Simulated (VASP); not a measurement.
A run of VASP 6.6.1 is set up as follows.

The input INCAR:

```
SYSTEM = Sn
  PREC = Accurate
  ENCUT = 520
  EDIFF = 1E-6
  ISMEAR = 0
  SIGMA = 0.15
  LREAL = .False.
  LASPH = .True.
  NELM = 100
  ALGO = Fast
  ISIF = 2
  LWAVE = .False.
  LCHARG = .False.
  GGA = PE
  IVDW = 12
  NBANDS = 13
```

The input KPOINTS:

```
regular mesh
0
Gamma
  24 24 24
  0 0 0
```

POSCAR

```
Sn
1.0
   -1.6140540188      1.6142446000      2.0807911174
    1.6140540188     -1.6142446000      2.0807911174
    1.6140540188      1.6142446000     -2.0807911174
Sn
1
Direct
    0.0000000000      0.0000000000      0.0000000000
```

Potentials or basis: VASP PAW PBE potentials, release 64 (Sn_d).

The run is started by

```console
$ cat potpaw_PBE.64/Sn_d/POTCAR > POTCAR
$ mpirun -np 1 vasp_std > vasp.out
```

Q: What does it give for the band gap on the k mesh?

A: Zero (band 7 reaches 20.77 eV, above the bottom of band 8 at 8.44 eV).

Q: Estimate the pressure.

A: 18.1 GPa.

Stress tensor (GPa, compression positive):
```
18.34  0.00  0.00
 0.00 18.33  0.00
 0.00  0.00 17.68
```

Caveat: the cell differs from its parent crystal (strain -0.080 along x and y, -0.040 along z); spin-orbit coupling is left out, which moves the levels of the heavy elements; pairwise dispersion overbinds metals, which lowers pressure and volume.
